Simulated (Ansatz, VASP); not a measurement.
## One calculation of FePb, two programs

The input INCAR:

```
SYSTEM = FePb
PREC     = Accurate       ! precision mode
ENCUT    = 520            ! plane-wave cutoff, eV
EDIFF    = 1E-7           ! SCF threshold, eV
ISMEAR   = -1             ! smearing method
SIGMA    = 0.1            ! smearing width, eV
LREAL    = .False.        ! projectors in reciprocal space
LASPH    = .True.         ! aspherical terms in the spheres
NELM     = 150            ! most SCF steps
ALGO     = Normal         ! electronic algorithm
ISIF     = 2              ! what is computed and relaxed
LWAVE    = .False.        ! write WAVECAR
LCHARG   = .False.        ! write CHGCAR
ISPIN    = 2              ! spin polarisation
MAGMOM   = 3 0            ! initial moments
LORBIT   = 11             ! projections on sites
LMAXMIX  = 4              ! l up to which the mixer works
GGA      = CA             ! functional
NBANDS   = 22             ! bands
```

KPOINTS

```
Automatic mesh
0
Gamma
  8 8 6
  0 0 0
```

File POSCAR:

```
FePb
1.0
    3.2000000000      0.0000000000      0.0000000000
    0.0000000000      3.2000000000      0.0000000000
    0.0000000000      0.0000000000      4.1000000000
Fe Pb
1 1
Direct
    0.0000000000      0.0000000000      0.0000000000
    0.5000000000      0.5000000000      0.5000000000
```

Input for Ansatz:

```yaml
crystal:
  lattice:
    - [3.2, 0, 0]
    - [0, 3.2, 0]
    - [0, 0, 4.1]
  atoms:
    - { symbol: Fe, position: [0, 0, 0], spin: 3 }
    - { symbol: Pb, position: [0.5, 0.5, 0.5] }
kpoints:
  mp_grid: { grid: [8, 8, 6] }
hamiltonian:
  xc: lda
  pseudopotentials: { kind: paw, xc_functional: pbe }
scf:
  occupations: { method: fermi_dirac, width: 0.1 }
output:
  forces: true
  stress: true
magnetization:
  spin_polarized: true
```

Alike in both runs: task single point; functional LDA; k mesh 8 × 8 × 6; occupations fermi-dirac, width 0.1 eV; collinear spin.

```csv
,VASP,Ansatz
version,VASP 6.6.1,Ansatz 0.2.0 development build
potentials or method,"VASP PAW LDA potentials, release 64 (Fe, Pb_d)","plane waves, PAW datasets (generated soft set 1)"
plane-wave cutoff (eV),520,420
valence electrons in the cell,22,30
```

Ansatz gave:

| Quantity | Value |
| --- | --- |
| net moment per atom (μB) | 1.37 |
| size of the moment on the site where the two differ most (μB) | 2.81 |

Task: Estimate VASP's values.

Result: net moment per atom (μB): 1.35; size of the moment on the site where the two differ most (μB): 2.69.

LDA's correlation is that of Perdew and Zunger in VASP and of Perdew and Wang (1992) in Ansatz. Site moments also hang on the region over which each program counts them. VASP's potentials hold 22 valence electrons a cell and Ansatz's 30, so a difference there can come from the potentials and not from the codes.

Spin-orbit coupling is off throughout.
